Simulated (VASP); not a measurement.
# Cs8Sn8Br25 (a cell with a defect) in VASP: single point with PBEsol

Aim: the single point of Cs8Sn8Br25 (a cell with a defect) with PBEsol.

All numbers are computed with VASP 6.6.1; they aren't measurements. Logs are shortened: lines on timing, memory, paths and dates and some standing lists are left out, and cuts for length are marked.

### 1 The cell of the first run

The cell holds a defect, 41 atoms: a = 11.500 Å, b = 11.500 Å, c = 11.500 Å, α = 90.00°, β = 90.00°, γ = 90.00°.

### 2 Single point, PBEsol

INCAR

```
SYSTEM = Cs8Sn8Br25
PREC = Accurate ; ENCUT = 520
EDIFF = 1E-6 ; ISMEAR = -1
SIGMA = 0.05 ; LREAL = Auto
LASPH = .TRUE. ; NELM = 80
ALGO = Normal ; ISIF = 2
LWAVE = .FALSE. ; LCHARG = .FALSE.
GGA = PS ; NELECT = 358.0
ISYM = 0 ; NBANDS = 206
```

KPOINTS

```
Automatic mesh
0
Gamma
  1 1 1
  0.25 0.25 0.25
```

POSCAR

```
Cs8Sn8Br25
1.0
   11.5000000000      0.0000000000      0.0000000000
    0.0000000000     11.5000000000      0.0000000000
    0.0000000000      0.0000000000     11.5000000000
Cs Br Sn
8 25 8
Direct
    0.0158450000      0.0491850000      0.9999750000
    0.9992900000      0.9732750000      0.4943200000
    0.0194180000      0.5114320000      0.0008210000
    0.9831280000      0.5183460000      0.5044100000
    0.4766070000      0.0116690000      0.9972090000
    0.5198420000      0.9914120000      0.4882120000
    0.4999930000      0.4929020000      0.0149740000
    0.5063680000      0.5618100000      0.5004690000
    0.4181720000      0.2756850000      0.5046930000
    0.2533900000      0.2676200000      0.0186780000
    0.1233140000      0.2470670000      0.5062540000
    0.2530620000      0.7544830000      0.9944820000
    0.2603550000      0.7738870000      0.4954000000
    0.7623200000      0.2774060000      0.0101890000
    0.7597750000      0.2488650000      0.5138540000
    0.7582680000      0.7367080000      0.0002060000
    0.7533230000      0.7686450000      0.5020000000
    0.0046870000      0.2843740000      0.2234240000
    0.9886090000      0.2848260000      0.7825610000
    0.0052830000      0.7369830000      0.2549060000
    0.0039620000      0.7492820000      0.7427160000
    0.5153100000      0.2306000000      0.2234940000
    0.5155990000      0.2568700000      0.7991300000
    0.5064570000      0.7781510000      0.2424830000
    0.5058050000      0.7751820000      0.7512190000
    0.2358840000      0.0097330000      0.2454820000
    0.2505460000      0.0118860000      0.7410120000
    0.2725060000      0.5125710000      0.2616510000
    0.2582050000      0.5109320000      0.7244340000
    0.7784250000      0.0080600000      0.2439960000
    0.7657020000      0.0144270000      0.7687510000
    0.7344670000      0.5074260000      0.2662790000
    0.7414520000      0.5076770000      0.7419920000
    0.2530420000      0.2627860000      0.2604410000
    0.2753630000      0.2658190000      0.6886950000
    0.2542960000      0.7606630000      0.2450840000
    0.2556010000      0.7655250000      0.7438320000
    0.7541720000      0.2584570000      0.2542950000
    0.7553720000      0.2641270000      0.7551210000
    0.7565710000      0.7585690000      0.2465130000
    0.7558740000      0.7656190000      0.7558090000
```

Potentials or basis: VASP PAW PBE potentials, release 64 (Cs_sv, Br, Sn_d).

Launch:

```sh
$ cat potpaw_PBE.64/Cs_sv/POTCAR potpaw_PBE.64/Br/POTCAR potpaw_PBE.64/Sn_d/POTCAR > POTCAR
$ mpirun -np 1 vasp_std > vasp.out
```

OUTCAR:

```text
SYSTEM = Cs8Sn8Br25
   PREC = Accurate
   ENCUT = 520
   EDIFF = 1E-6
   ISMEAR = -1
   LREAL = Auto
   LASPH = .TRUE.
   NELM = 80
   ISIF = 2
   GGA = PS
   NELECT = 358.0
   ISYM = 0

 ion  position               nearest neighbor table
   1  0.016  0.049  1.000-
   2  0.999  0.973  0.494-
   3  0.019  0.511  0.001-
   4  0.983  0.518  0.504-
   5  0.477  0.012  0.997-
   6  0.520  0.991  0.488-
   7  0.500  0.493  0.015-
   8  0.506  0.562  0.500-
   9  0.418  0.276  0.505-  35 2.68
  10  0.253  0.268  0.019-  34 2.78
  11  0.123  0.247  0.506-  35 2.74  34 3.20
  12  0.253  0.754  0.994-  36 2.88  37 2.89
  13  0.260  0.774  0.495-  37 2.86  36 2.88
  14  0.762  0.277  0.010-  38 2.82  39 2.94
  15  0.760  0.249  0.514-  39 2.78  38 2.99
  16  0.758  0.737  0.000-  41 2.83  40 2.84
  17  0.753  0.769  0.502-  41 2.92  40 2.94
  18  0.005  0.284  0.223-  34 2.90  38 2.92
  19  0.989  0.285  0.783-  39 2.71
  20  0.005  0.737  0.255-  40 2.87  36 2.88
  21  0.004  0.749  0.743-  41 2.86  37 2.90
  22  0.515  0.231  0.223-  38 2.79  34 3.07
  23  0.516  0.257  0.799-  39 2.80  35 3.04
  24  0.506  0.778  0.242-  40 2.89  36 2.91
  25  0.506  0.775  0.751-  41 2.88  37 2.88
  26  0.236  0.010  0.245-  36 2.87  34 2.92
  27  0.251  0.012  0.741-  37 2.83  35 3.00
  28  0.273  0.513  0.262-  36 2.87  34 2.88
  29  0.258  0.511  0.724-  35 2.86  37 2.94
  30  0.778  0.008  0.244-  40 2.88  38 2.90
  31  0.766  0.014  0.769-  41 2.87  39 2.88
  32  0.734  0.507  0.266-  38 2.88  40 2.91
  33  0.741  0.508  0.742-  39 2.81  41 2.98
  34  0.253  0.263  0.260-  10 2.78  28 2.88  18 2.90  26 2.92  22 3.07  11 3.20
  35  0.275  0.266  0.689-   9 2.68  11 2.74  29 2.86  27 3.00  23 3.04
  36  0.254  0.761  0.245-  28 2.87  26 2.87  20 2.88  12 2.88  13 2.88  24 2.91
  37  0.256  0.766  0.744-  27 2.83  13 2.86  25 2.88  12 2.89  21 2.90  29 2.94
  38  0.754  0.258  0.254-  22 2.79  14 2.82  32 2.88  30 2.90  18 2.92  15 2.99
  39  0.755  0.264  0.755-  19 2.71  15 2.78  23 2.80  33 2.81  31 2.88  14 2.94
  40  0.757  0.759  0.247-  16 2.84  20 2.87  30 2.88  24 2.89  32 2.91  17 2.94
  41  0.756  0.766  0.756-  16 2.83  21 2.86  31 2.87  25 2.88  17 2.92  33 2.98

IMPORTANT INFORMATION: All symmetrisations will be switched off!
NOSYMM: (Re-)initialisation of all symmetry stuff for point group C_1.

----------------------------------------------------------------------------------------

                                     Primitive cell

  volume of cell :    1520.8750

  direct lattice vectors                    reciprocal lattice vectors
    11.500000000  0.000000000  0.000000000     0.086956522  0.000000000  0.000000000
[... 149 lines left out ...]
   ISIF   =      2    stress and relaxation
   ISYM   =      0    0-nonsym 1-usesym 2-fastsym
   POTIM  = 0.5000    time-step for ionic-motion
   TEBEG  =    0.0;   TEEND  =   0.0 temperature during run
   PSTRESS=    0.0 pullay stress
   NELECT =     358.0000    total number of electrons
   NUPDOWN=      -1.0000    fix difference up-down
   EMIN   =  10.00;   EMAX   =-10.00  energy-range for DOS
   EFERMI =   0.00;   METHOD = LEGACY
   ISMEAR =    -1;   SIGMA  =   0.05  broadening in eV -4-tet -1-fermi 0-gaus
   EFERMI_NEDOS =   21; number of points for ismear=-14 and -15
   IALGO  =     38    algorithm
   IMIX   =      4    mixing-type and parameters
     AMIX     =   0.40;   BMIX     =  1.00
     AMIX_MAG =   1.60;   BMIX_MAG =  1.00
  volume/ion in A,a.u.               =      37.09       250.33
  Fermi-wavevector in a.u.,A,eV,Ry     =   1.010814  1.910162 13.901689  1.021745
  Thomas-Fermi vector in A             =   2.143826
   LORBIT       =      0    0 simple, 1 ext, 2 COOP (PROOUT), +10 PAW based schemes
   GGA     = PS    functional components
   LHFCALC =     F    Hartree Fock is set to
   AEXX    =    0.0000 exact exchange contribution
   IVDW    =     0    specifies the selected vdW correction
   LEPSILON=     F    determine dielectric tensor
   LRPA    =     F    only Hartree local field effects (RPA)
 non-spin polarized calculation
  energy-cutoff  :      520.00
  volume of cell :     1520.88
 maximum number of plane-waves:     40987
 NGX is ok and might be reduce to    90
   NGX = 43   NGY = 43   NGZ = 43

 number of electron     358.0000015 magnetization

 Free energy of the ion-electron system (eV)
  ---------------------------------------------------
  ext. energy  EPLUGINS =         0.00000000
  ---------------------------------------------------
  free energy    TOTEN  =      -138.00846672 eV

  energy without entropy =     -137.96155719  energy(sigma->0) =     -137.98501196

 E-fermi :   1.1276     XC(G=0):  -8.1178

 val. band max:        0.9975731810   @ k =  -0.2500   0.2500   0.2500
 cond. band min:       1.2485196519   @ k =  -0.2500   0.2500   0.2500
 fundamental gap:      0.2509464709
 Fermi energy:         1.1276213770

 k-point     1 :       0.2500    0.2500    0.2500
  band No.  band energies     occupation
      1     -20.1971      2.00000
      2     -20.1670      2.00000
      3     -20.1585      2.00000
      4     -20.1307      2.00000
      5     -20.1298      2.00000
      6     -20.0523      2.00000
[... 765 lines left out ...]
    190       4.2971      0.00000
    191       4.4043      0.00000
 [bands above 191 left out]

------------------------ aborting loop because EDIFF is reached ----------------------------------------

  FORCE on cell =-STRESS in cart. coord.  units (eV):
  Direction    XX          YY          ZZ          XY          YZ          ZX
  --------------------------------------------------------------------------------------
  -------------------------------------------------------------------------------------
  Total       -9.3227334    -10.2947178    -10.2179251     -0.4039687      0.3010295     -0.1715225
  in kB       -9.8211044    -10.8450487    -10.7641508     -0.4255639      0.3171218     -0.1806917
  external PRESSURE =     -10.4767680 kB  Pullay stress =       0.0000000 kB

 VOLUME and BASIS-vectors are now :
 -----------------------------------------------------------------------------
  energy-cutoff  :      520.00
  volume of cell :     1520.88
      direct lattice vectors                 reciprocal lattice vectors
    11.500000000  0.000000000  0.000000000     0.086956522  0.000000000  0.000000000
     0.000000000 11.500000000  0.000000000     0.000000000  0.086956522  0.000000000
     0.000000000  0.000000000 11.500000000     0.000000000  0.000000000  0.086956522

 POSITION                                       TOTAL-FORCE (eV/Angst)
 -----------------------------------------------------------------------------------
      0.18222      0.56563     11.49971         0.000014     -0.008001     -0.003596
     11.49184     11.19266      5.68468        -0.001953     -0.003276      0.000374
      0.22331      5.88147      0.00944         0.000890     -0.000497     -0.003479
     11.30597      5.96098      5.80072        -0.006383      0.002001      0.001482
      5.48098      0.13419     11.46790         0.000445     -0.000427      0.002586
      5.97818     11.40124      5.61444         0.003465     -0.005662     -0.005713
[... 33 lines left out ...]
      8.70057      8.72354      2.83490        -0.005194      0.001421      0.006310
      8.69255      8.80462      8.69180        -0.014849     -0.037061     -0.017576
 -----------------------------------------------------------------------------------
    total drift:                               -0.011628      0.054320      0.011849

  FREE ENERGIE OF THE ION-ELECTRON SYSTEM (eV)
  ---------------------------------------------------
  free  energy   TOTEN  =      -138.0084667211 eV

  energy  without entropy=     -137.9615571931  energy(sigma->0) =     -137.98501196
```

OSZICAR:

```text
N       E                     dE             d eps       ncg     rms          rms(c)
DAV:   1     0.371219115635E+04    0.37122E+04   -0.14719E+05  1648   0.168E+03
DAV:   2     0.555314877873E+03   -0.31569E+04   -0.30647E+04  1864   0.386E+02
DAV:   3    -0.904278439733E+02   -0.64574E+03   -0.63304E+03  1888   0.193E+02
DAV:   4    -0.139589802783E+03   -0.49162E+02   -0.48616E+02  1872   0.568E+01
DAV:   5    -0.141572292242E+03   -0.19825E+01   -0.19766E+01  1992   0.109E+01    0.160E+01
DAV:   6    -0.138309030264E+03    0.32633E+01   -0.56349E+00  2272   0.671E+00    0.945E+00
DAV:   7    -0.138032706255E+03    0.27632E+00   -0.45727E+00  2144   0.493E+00    0.234E+00
DAV:   8    -0.138004787990E+03    0.27918E-01   -0.97694E-01  2096   0.267E+00    0.942E-01
DAV:   9    -0.138003782322E+03    0.10057E-02   -0.80233E-02  1920   0.846E-01    0.334E-01
DAV:  10    -0.138007276668E+03   -0.34943E-02   -0.11359E-02  2080   0.247E-01    0.141E-01
DAV:  11    -0.138008080140E+03   -0.80347E-03   -0.22121E-03  2248   0.129E-01    0.811E-02
DAV:  12    -0.138008340078E+03   -0.25994E-03   -0.91397E-04  2096   0.729E-02    0.313E-02
DAV:  13    -0.138008454437E+03   -0.11436E-03   -0.22877E-04  1928   0.332E-02    0.202E-02
DAV:  14    -0.138008460034E+03   -0.55968E-05   -0.19449E-05  1936   0.107E-02    0.978E-03
DAV:  15    -0.138008466954E+03   -0.69198E-05   -0.22636E-05  1576   0.878E-03    0.881E-03
DAV:  16    -0.138008466721E+03    0.23262E-06   -0.13425E-06  1024   0.384E-03
   1 F= -.13800847E+03 E0= -.13798501E+03  d E =-.469095E-01
```

stdout:

```text
POSCAR found type information on POSCAR CsBrSn
 POSCAR found :  3 types and      41 ions
 scaLAPACK will be used
 -----------------------------------------------------------------------------
|                                                                             |
|                                                                             |
|     You enforced a specific xc type in the INCAR file but a different       |
|     I HOPE YOU KNOW WHAT YOU ARE DOING!                                     |
|                                                                             |
 -----------------------------------------------------------------------------

 LDA part: xc-table for (Slater+PW92), standard interpolation
 POSCAR, INCAR and KPOINTS ok, starting setup
 FFT: planning ... GRIDC
 FFT: planning ... GRID_SOFT
 FFT: planning ... GRID
 WAVECAR not read
 entering main loop
 the old and the new charge density differ
 old charge density:   359.00000 new  358.00000
    0.160E+01
```

It took 46 min on 1 thread of Intel Xeon Platinum 8259CL at 2.50GHz (Skylake/Cascade Lake), shared host; peak memory 1.8 GiB.

What came out:

| Property | Result |
| --- | --- |
| Free energy | -138.0085 eV |
| Largest force | 0.067 eV/Å |

Forces in eV/Å, atoms in the order of the input:
```
Cs   0.000 -0.008 -0.004
Cs  -0.002 -0.003  0.000
Cs   0.001  0.000 -0.003
Cs  -0.006  0.002  0.001
Cs   0.000  0.000  0.003
Cs   0.003 -0.006 -0.006
Cs   0.001 -0.003  0.003
Cs   0.010  0.007  0.000
Br   0.007 -0.017  0.035
Br   0.043  0.014 -0.015
Br  -0.019  0.033 -0.033
Br  -0.003 -0.003  0.008
Br  -0.003 -0.006 -0.003
Br   0.019 -0.001 -0.021
Br   0.006 -0.009  0.024
Br   0.004  0.011  0.006
Br   0.007 -0.020 -0.004
Br  -0.032  0.002  0.057
Br   0.003 -0.045  0.015
Br   0.005  0.005  0.001
Br   0.006  0.025  0.007
Br  -0.027  0.014 -0.038
Br  -0.023 -0.025 -0.015
Br  -0.013 -0.014  0.003
Br  -0.002 -0.009 -0.008
Br  -0.007  0.003  0.006
Br  -0.006  0.022  0.006
Br   0.021 -0.004  0.006
Br   0.009 -0.016 -0.019
Br   0.010  0.010 -0.005
Br   0.015 -0.025  0.001
Br  -0.009  0.006  0.015
Br  -0.013  0.065 -0.003
Sn  -0.008 -0.037 -0.013
Sn   0.006  0.008  0.005
Sn   0.002  0.030 -0.014
Sn  -0.003  0.008  0.025
Sn   0.014 -0.013 -0.019
Sn   0.001  0.037  0.010
Sn  -0.005  0.001  0.006
Sn  -0.015 -0.037 -0.018
```

Levels at points of the mesh, in eV from the Fermi level:
| k point | band 176 | band 177 | band 178 | band 179 | band 180 | band 181 | band 182 | band 183 |
| --- | --- | --- | --- | --- | --- | --- | --- | --- |
| (0.25, 0.25, 0.25) | -0.75 | -0.46 | -0.30 | -0.17 | 0.17 | 2.35 | 2.42 | 2.61 |

Caveat: the cell carries a net charge on a neutralising background, which shifts energy and pressure; the cell is charged against a uniform background, so pressure and absolute levels hang on convention; the PAW data sets were made with another functional, which shifts forces and pressure a little; spin-orbit coupling is left out, which moves the levels of the heavy elements.
